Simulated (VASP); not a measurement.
A run of VASP 6.6.1 is set up as follows.

Contents of INCAR:

```
SYSTEM = BN
PREC = Accurate
ENCUT = 1330
EDIFF = 1E-6
ISMEAR = 0
SIGMA = 0.01
LREAL = .FALSE.
LASPH = .TRUE.
NELM = 120
ALGO = Normal
ISIF = 2
LWAVE = .FALSE.
LCHARG = .FALSE.
NBANDS = 11
GGA_COMPAT = .FALSE.
```

Contents of KPOINTS:

```
regular mesh
0
G
  12 12 12
  0 0 0
```

File POSCAR:

```
BN
1.0
    0.0000000000      1.7782587919      1.7782587919
    1.7782587919      0.0000000000      1.7782587919
    1.7782587919      1.7782587919      0.0000000000
B N
1 1
Direct
    0.0000000000      0.0000000000      0.0000000000
    0.7500000000      0.7500000000      0.7500000000
```

Potentials or basis: VASP PAW LDA potentials, release 64 (B_h, N_h).

Launch:

```sh
$ cat potpaw_LDA.64/B_h/POTCAR potpaw_LDA.64/N_h/POTCAR > POTCAR
$ mpirun -np 1 vasp_std > vasp.out
```

Q: What does it give for the pressure?

A: 9.2 GPa.

Q: What does it give for the band gap on the k mesh?

A: 4.41 eV (least direct gap 8.92 eV).

Caveat: the cell stands under pressure. A k mesh can miss the band edges.
